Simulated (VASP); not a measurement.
# HgPt (P4/mmm) in VASP: further runs, part 2 of 2

VASP 6.6.1. Earlier steps stand in the parts before.

## 3. Electric field gradients, LDA (18.23 Å³/atom)

This run uses another cell than the first one, of 18.23 Å³/atom.

Input file INCAR:

```
  PREC = Accurate
  ENCUT = 430
  EDIFF = 1E-8
  ISMEAR = -1
  SIGMA = 0.05
  LREAL = False
  LASPH = True
  NELM = 120
  ALGO = Normal
  ISIF = 2
  LWAVE = False
  LCHARG = False
  GGA = CA
  LEFG = True
  NBANDS = 26
  GGA_COMPAT = False
```

Input file KPOINTS:

```
Automatic mesh
0
Gamma
  12 12 9
```

Input file POSCAR:

```
HgPt
1.0
    3.0236610000      0.0000000000      0.0000000000
    0.0000000000      3.0236610000      0.0000000000
    0.0000000000      0.0000000000      3.9876600000
Hg Pt
1 1
Direct
    0.0000000000      0.0000000000      0.0000000000
    0.5000000000      0.5000000000      0.5000000000
```

Potentials or basis: VASP PAW LDA potentials, release 64 (Hg_sv_GW, Pt_sv_GW).

Started as:

```
cat potpaw_LDA.64/Hg_sv_GW/POTCAR potpaw_LDA.64/Pt_sv_GW/POTCAR > POTCAR
mpirun -np 1 vasp_std > vasp.out
```

OUTCAR:

```text
PREC = Accurate
   ENCUT = 430
   EDIFF = 1E-8
   ISMEAR = -1
   LREAL = False
   LASPH = True
   NELM = 120
   ISIF = 2
   GGA = CA

 ion  position               nearest neighbor table
   1  0.000  0.000  0.000-   2 2.92   2 2.92   2 2.92   2 2.92   2 2.92   2 2.92   2 2.92   2 2.92

   2  0.500  0.500  0.500-   1 2.92   1 2.92   1 2.92   1 2.92   1 2.92   1 2.92   1 2.92   1 2.92

  LATTYP: Found a simple tetragonal cell.
 ALAT       =     3.0236610000
 C/A-ratio  =     1.3188184787

  Lattice vectors:

 A1 = (   3.0236610000,   0.0000000000,   0.0000000000)
 A2 = (   0.0000000000,   3.0236610000,   0.0000000000)
 A3 = (   0.0000000000,   0.0000000000,   3.9876600000)

Analysis of symmetry for initial positions (statically):
=====================================================================
 Subroutine PRICEL returns:
 Original cell was already a primitive cell.

 Routine SETGRP: Setting up the symmetry group for a
 simple tetragonal supercell.

 Subroutine GETGRP returns: Found 16 space group operations
 (whereof 16 operations were pure point group operations)
 out of a pool of 16 trial point group operations.

The static configuration has the point symmetry D_4h.

Analysis of symmetry for dynamics (positions and initial velocities):
=====================================================================
 Subroutine PRICEL returns:
 Original cell was already a primitive cell.

 Routine SETGRP: Setting up the symmetry group for a
 simple tetragonal supercell.

 Subroutine GETGRP returns: Found 16 space group operations
 (whereof 16 operations were pure point group operations)
[... 157 lines left out ...]
  band No.  band energies     occupation
      1    -106.5149      2.00000
      2     -89.3766      2.00000
      3     -55.1349      2.00000
      4     -55.1349      2.00000
      5     -55.1229      2.00000
      6     -43.9111      2.00000
[... 685 lines left out ...]
     25      18.9087      0.00000
     26      18.9927      0.00000

 [... further k-points ...]

------------------------ aborting loop because EDIFF is reached ----------------------------------------

  FORCE on cell =-STRESS in cart. coord.  units (eV):
  Direction    XX          YY          ZZ          XY          YZ          ZX
  --------------------------------------------------------------------------------------
  -------------------------------------------------------------------------------------
  Total       -3.6247938     -3.6247938     -3.8208706      0.0000000      0.0000000      0.0000000
  in kB     -159.2977246   -159.2977246   -167.9146530      0.0000000      0.0000000      0.0000000
  external PRESSURE =    -162.1700341 kB  Pullay stress =       0.0000000 kB

 VOLUME and BASIS-vectors are now :
 -----------------------------------------------------------------------------
  energy-cutoff  :      430.00
  volume of cell :       36.46
      direct lattice vectors                 reciprocal lattice vectors
     3.023661000  0.000000000  0.000000000     0.330724906  0.000000000  0.000000000
     0.000000000  3.023661000  0.000000000     0.000000000  0.330724906  0.000000000
     0.000000000  0.000000000  3.987660000     0.000000000  0.000000000  0.250773637

 POSITION                                       TOTAL-FORCE (eV/Angst)
 -----------------------------------------------------------------------------------
      0.00000      0.00000      0.00000         0.000000      0.000000      0.000000
      1.51183      1.51183      1.99383         0.000000      0.000000      0.000000
 -----------------------------------------------------------------------------------
    total drift:                                0.000000      0.000000      0.000000

  FREE ENERGIE OF THE ION-ELECTRON SYSTEM (eV)
  ---------------------------------------------------
  free  energy   TOTEN  =        -8.2651655558 eV

  energy  without entropy=       -8.2592899234  energy(sigma->0) =       -8.26222774

 Electric field gradients (V/A^2)
---------------------------------------------------------------------
 ion       V_xx      V_yy      V_zz      V_xy      V_xz      V_yz
---------------------------------------------------------------------
   1      54.989    54.989  -109.979     0.000     0.000     0.000
   2     -56.670   -56.670   113.341    -0.000    -0.000     0.000
---------------------------------------------------------------------

 Electric field gradients after diagonalization (V/A^2)
 (convention: |V_zz| > |V_xx| > |V_yy|)
----------------------------------------------------------------------
 ion       V_xx      V_yy      V_zz     asymmetry (V_yy - V_xx)/ V_zz
----------------------------------------------------------------------
   1      54.989    54.989  -109.979       0.000
   2     -56.670   -56.670   113.341       0.000
----------------------------------------------------------------------

           NMR quadrupolar parameters

 Cq : quadrupolar parameter    Cq=e*Q*V_zz/h
 eta: asymmetry parameters     (V_yy - V_xx)/ V_zz
 Q  : nuclear electric quadrupole moment in mb (millibarn)
----------------------------------------------------------------------
 ion       Cq(MHz)       eta       Q (mb)
----------------------------------------------------------------------
   1      -0.266       0.000       1.000
   2       0.274       0.000       1.000
----------------------------------------------------------------------
```

OSZICAR:

```text
N       E                     dE             d eps       ncg     rms          rms(c)
DAV:   1     0.574051261657E+03    0.57405E+03   -0.22472E+04  8046   0.165E+03
DAV:   2     0.266211577296E+02   -0.54743E+03   -0.52410E+03  7506   0.692E+02
DAV:   3    -0.844083096139E+01   -0.35062E+02   -0.34282E+02  9970   0.171E+02
DAV:   4    -0.942530770865E+01   -0.98448E+00   -0.98150E+00  8478   0.318E+01
DAV:   5    -0.945726965061E+01   -0.31962E-01   -0.31949E-01  9984   0.578E+00    0.762E+01
DAV:   6    -0.839688535991E+01    0.10604E+01   -0.54247E+00  8816   0.143E+01    0.334E+01
DAV:   7    -0.835267189477E+01    0.44213E-01   -0.13682E+00 10292   0.153E+01    0.172E+01
DAV:   8    -0.826683584545E+01    0.85836E-01   -0.32973E-01  9866   0.643E+00    0.167E+00
DAV:   9    -0.826544201714E+01    0.13938E-02   -0.21017E-02  9716   0.194E+00    0.556E-01
DAV:  10    -0.826530877961E+01    0.13324E-03   -0.48012E-04  9498   0.299E-01    0.436E-01
DAV:  11    -0.826516891101E+01    0.13987E-03   -0.36473E-04  9290   0.247E-01    0.822E-02
DAV:  12    -0.826516604670E+01    0.28643E-05   -0.19434E-05  9260   0.378E-02    0.341E-02
DAV:  13    -0.826516557433E+01    0.47237E-06   -0.14001E-06  9368   0.128E-02    0.129E-02
DAV:  14    -0.826516555747E+01    0.16858E-07   -0.13394E-07 10260   0.633E-03    0.140E-03
DAV:  15    -0.826516555575E+01    0.17171E-08   -0.72723E-09  4610   0.769E-04
   1 F= -.82651656E+01 E0= -.82622277E+01  d E =-.587563E-02
```

stdout:

```text
POSCAR found type information on POSCAR HgPt
 POSCAR found :  2 types and       2 ions
 scaLAPACK will be used
 LDA part: xc-table for (Slater(with rela. corr.)+CA(PZ))
 , standard interpolation
 POSCAR, INCAR and KPOINTS ok, starting setup
 FFT: planning ... GRIDC
 FFT: planning ... GRID_SOFT
 FFT: planning ... GRID
 WAVECAR not read
 entering main loop
ion   1

ion   2
```

Run time: 2.8 min. Hardware: 1 thread of AMD EPYC 7R43 (Zen 3), shared host; peak memory 0.19 GiB.

Results:

```
Free energy                             : -8.2652 eV
Pressure                                : -16.2 GPa
Band gap on the k mesh                  : zero (bands 19 and 20 overlap by 3.32 eV)
Largest electric field gradient by atom : Hg -110.0; Pt +113.3 V/Å²
```

Electric field gradients, principal values (V/Å²):
| atom | least | middle | greatest (by size) |
| --- | --- | --- | --- |
| 1 Hg | 54.989 | 54.989 | -109.979 |
| 2 Pt | -56.670 | -56.670 | 113.341 |

Caveat: the cell stands under tension; without QUAD_EFG the Cq values of the log hold for a quadrupole moment of 1 mb, not for the nuclei; spin-orbit coupling is left out, which moves the levels of the heavy elements.
